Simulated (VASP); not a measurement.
# In7CoSb8 (F-43m) in VASP: single point with PBEsol+U

Aim: the single point of In7CoSb8 with PBEsol+U.

Program: VASP 6.6.1. These are calculated values, not measurements. Logs are shortened: lines on timing, memory, paths and dates and some standing lists are left out, and cuts for length are marked.

## 1. The cell of the first run

It takes space group F-43m (No. 216, cubic). Conventional cell: a = 12.956 Å, b = 12.956 Å, c = 12.956 Å, α = 90.00°, β = 90.00°, γ = 90.00°. Within 3.5 Å of Co (site symmetry -43m) lie 4 Sb at 2.64 Å. In (site symmetry 2mm) has 4 Sb at 2.83 to 2.84 Å within 3.7 Å. Within 3.7 Å of In (site symmetry -43m) lie 4 Sb at 2.82 Å. Sb (site symmetry 3m) has 1 Co at 2.64 Å and 3 In at 2.84 Å within 3.5 Å. Sb (site symmetry 3m) has 4 In at 2.82 to 2.83 Å within 3.7 Å.

## 2. Single point, PBEsol+U, collinear spin, ferromagnetic start

File INCAR:

```
SYSTEM = In7CoSb8
ALGO = Normal ; EDIFF = 1E-7
ENCUT = 520 ; GGA = PS
ISIF = 2 ; ISMEAR = 0
ISPIN = 2 ; LASPH = .True.
LCHARG = .False. ; LDAU = .True.
LDAUJ = 0 0 0 ; LDAUL = 2 -1 -1
LDAUPRINT = 1 ; LDAUTYPE = 2
LDAUU = 4 0 0 ; LMAXMIX = 4
LORBIT = 11 ; LREAL = Auto
LWAVE = .False. ; MAGMOM = 2.59 0.01 0.01 0.01 0.01 0.01 0.01 0.01 0.01 0.01 0.01 0.03 0.01 0.03 0.03 0.03
NBANDS = 88 ; NELM = 150
NUPDOWN = 3.0 ; PREC = Accurate
SIGMA = 0.05
```

File KPOINTS:

```
k-points
0
Gamma
  2 2 2
  0 0 0
```

File POSCAR:

```
In7CoSb8
1.0
    0.0000000000      6.4782000000      6.4782000000
    6.4782000000      0.0000000000      6.4782000000
    6.4782000000      6.4782000000      0.0000000000
Co In Sb
1 7 8
Direct
    1.0000000000      0.0000000000      1.0000000000
    0.0041435421      0.0041435421      0.4958564579
    0.0041435421      0.4958564579      0.0041435421
    0.0041435421      0.4958564579      0.4958564579
    0.4958564579      0.0041435421      0.0041435421
    0.4958564579      0.0041435421      0.4958564579
    0.4958564579      0.4958564579      0.0041435421
    0.5000000000      0.5000000000      0.5000000000
    0.1174515371      0.1174515371      0.1174515371
    0.1174515371      0.1174515371      0.6476453887
    0.1174515371      0.6476453887      0.1174515371
    0.1230022386      0.6256659205      0.6256659205
    0.6476453887      0.1174515371      0.1174515371
    0.6256659205      0.1230022386      0.6256659205
    0.6256659205      0.6256659205      0.1230022386
    0.6256659205      0.6256659205      0.6256659205
```

Potentials or basis: VASP PAW PBE potentials, release 64 (Co, In_d, Sb).

The run is started by

```bash
$ cat potpaw_PBE.64/Co/POTCAR potpaw_PBE.64/In_d/POTCAR potpaw_PBE.64/Sb/POTCAR > POTCAR
$ mpirun -np 1 vasp_std > vasp.out
```

OUTCAR:

```text
SYSTEM = In7CoSb8
   EDIFF = 1E-7
   ENCUT = 520
   GGA = PS
   ISIF = 2
   ISMEAR = 0
   ISPIN = 2
   LASPH = .True.
   LORBIT = 11
   LREAL = Auto
   NELM = 150
   NUPDOWN = 3.0
   PREC = Accurate

 ion  position               nearest neighbor table
   1  0.000  0.000  0.000-  10 2.64  11 2.64  13 2.64   9 2.64
   2  0.004  0.004  0.496-  12 2.83  14 2.83   9 2.84  10 2.84
   3  0.004  0.496  0.004-  12 2.83  15 2.83   9 2.84  11 2.84
   4  0.004  0.496  0.496-  16 2.83  12 2.83  10 2.84  11 2.84
   5  0.496  0.004  0.004-  14 2.83  15 2.83   9 2.84  13 2.84
   6  0.496  0.004  0.496-  16 2.83  14 2.83  10 2.84  13 2.84
[... 8 lines left out ...]
  15  0.626  0.626  0.123-   8 2.82   5 2.83   3 2.83   7 2.83
  16  0.626  0.626  0.626-   8 2.82   6 2.83   7 2.83   4 2.83

  LATTYP: Found a face centered cubic cell.
 ALAT       =    12.9564000000

  Lattice vectors:

 A1 = (   0.0000000000,   6.4782000000,   6.4782000000)
 A2 = (   6.4782000000,   0.0000000000,   6.4782000000)
 A3 = (   6.4782000000,   6.4782000000,   0.0000000000)

Analysis of symmetry for initial positions (statically):
=====================================================================
 Subroutine PRICEL returns:
 Original cell was already a primitive cell.

 Routine SETGRP: Setting up the symmetry group for a
 face centered cubic supercell.

 Subroutine GETGRP returns: Found 24 space group operations
 (whereof 24 operations were pure point group operations)
 out of a pool of 48 trial point group operations.

The static configuration has the point symmetry T_d .

Analysis of symmetry for dynamics (positions and initial velocities):
=====================================================================
 Subroutine PRICEL returns:
 Original cell was already a primitive cell.

 Routine SETGRP: Setting up the symmetry group for a
 face centered cubic supercell.

 Subroutine GETGRP returns: Found 24 space group operations
 (whereof 24 operations were pure point group operations)
 out of a pool of 48 trial point group operations.

The dynamic configuration has the point symmetry T_d .

Analysis of structural, dynamic, and magnetic symmetry:
=====================================================================
 Subroutine PRICEL returns:
 Original cell was already a primitive cell.

 Routine SETGRP: Setting up the symmetry group for a
 face centered cubic supercell.

 Subroutine GETGRP returns: Found 24 space group operations
[... 186 lines left out ...]

 Free energy of the ion-electron system (eV)
  ---------------------------------------------------
  ext. energy  EPLUGINS =         0.00000000
  ---------------------------------------------------
  free energy    TOTEN  =       -61.12973726 eV

  energy without entropy =      -61.11518095  energy(sigma->0) =      -61.12245910

 E-fermi :   4.2951     XC(G=0):  -8.8022

 val. band max:        4.4492569157   @ k =   0.5000   0.0000   0.0000
 cond. band min:       4.4543424056   @ k =   0.0000   0.0000   0.0000
 fundamental gap:      0.0050854899
 Fermi energy:         4.4899265172

 spin component 1

 k-point     1 :       0.0000    0.0000    0.0000
  band No.  band energies     occupation
      1      -9.9188      1.00000
      2      -9.9188      1.00000
      3      -9.9188      1.00000
      4      -9.8611      1.00000
      5      -9.8422      1.00000
      6      -9.8422      1.00000
[... 244 lines left out ...]
     81       8.1056      0.00000
     82       8.6391      0.00000
 Fermi energy:         4.2950517601

 spin component 2

 k-point     1 :       0.0000    0.0000    0.0000
  band No.  band energies     occupation
      1      -9.9133      1.00000
      2      -9.9133      1.00000
      3      -9.9133      1.00000
      4      -9.8568      1.00000
      5      -9.8375      1.00000
      6      -9.8375      1.00000
[... 244 lines left out ...]
     81       8.1311      0.00000
     82       8.7281      0.00000
 [bands above 82 left out]

------------------------ aborting loop because EDIFF is reached ----------------------------------------

  FORCE on cell =-STRESS in cart. coord.  units (eV):
  Direction    XX          YY          ZZ          XY          YZ          ZX
  --------------------------------------------------------------------------------------
  -------------------------------------------------------------------------------------
  Total       -2.2533358     -2.2533358     -2.2533358      0.0000000      0.0000000      0.0000000
  in kB       -6.6396233     -6.6396233     -6.6396233      0.0000000      0.0000000      0.0000000
  external PRESSURE =      -6.6396233 kB  Pullay stress =       0.0000000 kB

 VOLUME and BASIS-vectors are now :
 -----------------------------------------------------------------------------
  energy-cutoff  :      520.00
  volume of cell :      543.74
      direct lattice vectors                 reciprocal lattice vectors
     0.000000000  6.478200000  6.478200000    -0.077181933  0.077181933  0.077181933
     6.478200000  0.000000000  6.478200000     0.077181933 -0.077181933  0.077181933
     6.478200000  6.478200000  0.000000000     0.077181933  0.077181933 -0.077181933

 POSITION                                       TOTAL-FORCE (eV/Angst)
 -----------------------------------------------------------------------------------
      0.00000      0.00000      0.00000        -0.000000     -0.000000     -0.000000
      3.23910      3.23910      0.05369        -0.000000      0.000000      0.100066
      3.23910      0.05369      3.23910        -0.000000      0.100066     -0.000000
      6.42451      3.23910      3.23910        -0.100066      0.000000     -0.000000
      0.05369      3.23910      3.23910         0.100066      0.000000     -0.000000
      3.23910      6.42451      3.23910        -0.000000     -0.100066     -0.000000
[... 8 lines left out ...]
      4.85002      4.85002      8.10638        -0.015857     -0.015857      0.015857
      8.10638      8.10638      8.10638         0.015857      0.015857      0.015857
 -----------------------------------------------------------------------------------
    total drift:                               -0.000001     -0.000001     -0.000001

  FREE ENERGIE OF THE ION-ELECTRON SYSTEM (eV)
  ---------------------------------------------------
  free  energy   TOTEN  =       -61.1297372584 eV

  energy  without entropy=      -61.1151809464  energy(sigma->0) =      -61.12245910

 total charge

# of ion       s       p       d       tot
------------------------------------------
    1        0.400   0.342   7.132   7.874
    2        0.860   0.700   9.862  11.422
    3        0.860   0.700   9.862  11.422
    4        0.860   0.700   9.862  11.422
    5        0.860   0.700   9.862  11.422
    6        0.860   0.700   9.862  11.422
[... 8 lines left out ...]
   15        1.131   1.330   0.018   2.479
   16        1.131   1.330   0.018   2.479
--------------------------------------------------
tot         15.476  15.843  76.321 107.640

 magnetization (x)

# of ion       s       p       d       tot
------------------------------------------
    1        0.023   0.048   2.337   2.408
    2        0.002   0.009   0.001   0.012
    3        0.002   0.009   0.001   0.012
    4        0.002   0.009   0.001   0.012
    5        0.002   0.009   0.001   0.012
    6        0.002   0.009   0.001   0.012
[... 8 lines left out ...]
   15        0.000   0.022   0.000   0.023
   16        0.000   0.022   0.000   0.023
--------------------------------------------------
tot          0.046   0.234   2.353   2.632
```

It took 78 min on 1 thread of AMD EPYC 7R13 (Zen 3), shared host; peak memory 1 GiB.

Results:

```
Free energy                                           : -61.1297 eV
Pressure                                              : -0.7 GPa
Largest force                                         : 0.100 eV/Å
Net moment                                            : 3.00 μB per cell
Site moments                                          : Co +2.41; In +0.01; Sb +0.01, +0.02 μB
Valence electrons inside the program's atomic spheres : Co 7.87; In 11.42, 11.44; Sb 2.47, 2.48
```

Forces in eV/Å, atoms in the order of the input:
```
Co   0.000  0.000  0.000
In   0.000  0.000  0.100
In   0.000  0.100  0.000
In  -0.100  0.000  0.000
In   0.100  0.000  0.000
In   0.000 -0.100  0.000
In   0.000  0.000 -0.100
In   0.000  0.000  0.000
Sb   0.024  0.024  0.024
Sb  -0.024 -0.024  0.024
Sb  -0.024  0.024 -0.024
Sb   0.016 -0.016 -0.016
Sb   0.024 -0.024 -0.024
Sb  -0.016  0.016 -0.016
Sb  -0.016 -0.016  0.016
Sb   0.016  0.016  0.016
```

Eigenvalues of the final occupation matrices:
```tsv
site	spin	trace	eigenvalues
site 1 d	1	4.74	0.94 0.94 0.95 0.95 0.95
site 1 d	2	2.41	0.18 0.18 0.18 0.93 0.93
```

Caveat: the k points lie up to 0.42 Å⁻¹ apart; the PAW data sets were made with another functional, which shifts forces and pressure a little; spin-orbit coupling is left out, which moves the levels of the heavy elements; the total moment is fixed, so each spin has its own Fermi level; a cell with one magnetic atom can't hold antiferromagnetic order, which such compounds often take; the U is typed as a test and isn't derived for this compound. The state reached can hang on the start; a lower one may exist.
